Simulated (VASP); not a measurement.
BP, 2 atoms in the cell. The structure is cubic, space group F-43m (No. 216). Conventional cell: a = 4.477 Å, b = 4.477 Å, c = 4.477 Å, α = 90.00°, β = 90.00°, γ = 90.00°. B (site symmetry -43m) has 4 P at 1.94 Å within 2.6 Å. Within 2.6 Å of P (site symmetry -43m) lie 4 B at 1.94 Å.  This cell differs from its parent crystal: functional r2scan, volume scaled by 0.96.

| Property | Result |
| --- | --- |
| Program | VASP 6.6.1 |
| Task | electric field gradients |
| Functional | r2SCAN |
| Potentials or basis | VASP PAW PBE potentials, release 64 (B, P) |
| Cutoff | 520 eV |
| k mesh | 15 × 15 × 15 |
| Occupations | fermi-dirac, width 0.05 eV |
| Spin | no spin polarisation |
| Dipole correction | no |
| Further INCAR settings | ALGO = Normal; EDIFF = 1e-08; NBANDS = 11 |

Potentials or basis: VASP PAW PBE potentials, release 64 (B, P).

Launch:

```console
$ cat potpaw_PBE.64/B/POTCAR potpaw_PBE.64/P/POTCAR > POTCAR
$ cp INCAR.step1 INCAR
$ mpirun -np 1 vasp_std > vasp.out
$ cp INCAR.step2 INCAR
$ mpirun -np 1 vasp_std > vasp.out
```

Hardware: 1 thread of AMD EPYC 7R13, with other jobs on the host.

**Question.** How long does it take, and how much memory?

**Answer.** It took 4.3 min on 1 thread of AMD EPYC 7R13 (shared host), peak memory 0.13 GiB. Counts: k points 120.
